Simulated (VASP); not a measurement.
Hf:

```
Hf
1.0
    -1.78061    1.78061    1.78061
     1.78061   -1.78061    1.78061
     1.78061    1.78061   -1.78061
Hf
1
Direct
  0.00000 0.00000 0.00000
```

This cell differs from its parent crystal: volume scaled by 0.96.

Base run:

| Property | Result |
| --- | --- |
| Program | VASP 6.6.1 |
| Functional | PBE |
| Potentials or basis | VASP PAW PBE potentials, release 64 (Hf_pv) |
| Cutoff | 520 eV |
| k mesh | 10 × 10 × 10 |
| Occupations | fermi-dirac, width 0.05 eV |
| Spin | no spin polarisation |

Its results: band gap on the k mesh zero (band 5 reaches 6.03 eV, above the bottom of band 6 at 3.77 eV); pressure -1.5 GPa.

**Question.** The run is repeated on the same cell with these changes: functional from PBE to r2SCAN. What comes out?

**Answer.** Band gap on the k mesh zero (band 5 reaches 6.16 eV, above the bottom of band 6 at 3.63 eV); pressure -2.2 GPa.

Caveats: spin-orbit coupling is left out, which moves the levels of the heavy elements; the PAW data sets were made with another functional, which shifts forces and pressure a little (some runs).
